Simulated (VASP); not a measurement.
Runs of VASP 6.6.1 on Pt. The structure is that of space group I4/mmm (No. 139), or close to it. The cells are those of the table. 

```csv
cell,further INCAR settings,gap on the mesh (eV),pressure (GPa)
"a = 2.765 Å, angles 114.7, 114.7, 99.4°, 1 atom",ALGO = Fast; EDIFF = 1e-06; NBANDS = 11,none,-16.7
"a = 2.759 Å, angles 105.4, 105.4, 118.0°, 1 atom",ALGO = Fast; EDIFF = 1e-07; NBANDS = 11,none,(a)
"a = 2.812 Å, angles 101.5, 101.5, 126.9°, 1 atom",ALGO = Fast; EDIFF = 1e-07; NBANDS = 11,none,-5.9
"a = 2.780 Å, angles 103.5, 103.5, 122.2°, 1 atom",ALGO = Fast; EDIFF = 1e-06; NBANDS = 11,none,-14.4
```

Alike in all rows: task single point; level LDA; potentials or basis VASP PAW LDA potentials, release 64 (Pt); no spin polarisation; k mesh 24 × 24 × 24; cutoff (eV) 520; smearing gaussian 0.15 eV.

Problem. Estimate the missing entries.

Solution. (a) -16.2.

Caveats: the cell stands under tension; spin-orbit coupling is left out, which moves the levels of the heavy elements.

A k mesh can miss the band edges, and the runs leave out spin-orbit coupling on Pt.

A gap of «none» marks levels without a gap at the run's occupations.
